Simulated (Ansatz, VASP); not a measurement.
# Pt in VASP and in Ansatz

```
Pt
1.0
     2.71613    0.00000    0.00000
    -1.35807    2.35224    0.00000
     0.00000    0.00000    4.95057
Pt
2
Direct
  0.66667 0.33333 0.75000
  0.33333 0.66667 0.25000
```

Alike in both runs: task single point; functional PBEsol; k mesh 24 × 24 × 12; occupations gaussian, width 0.15 eV; no spin polarisation.

|  | VASP | Ansatz |
| --- | --- | --- |
| version | VASP 6.6.1 | Ansatz 0.2.0 |
| potentials or method | VASP PAW PBE potentials, release 64 (Pt), cutoff 520 eV | scalar-relativistic, plane waves, PAW |
| valence electrons in the cell | 20 | 36 |

```tsv
	VASP	Ansatz	Ansatz less VASP
gap on the k mesh at the Fermi level (eV)	none	none	-
pressure (GPa)	-9.2	-8.8	+0.38
traceless stress, the component that is largest in VASP (GPa)	-6.65	-6.56	+0.094
```

VASP's potentials were made for PBE, not for PBEsol. A gap of «none» marks a metal or a gap that the smearing closes. VASP's potentials hold 20 valence electrons a cell and Ansatz's 36, so a difference there can come from the potentials and not from the codes.

Spin-orbit coupling is off throughout.
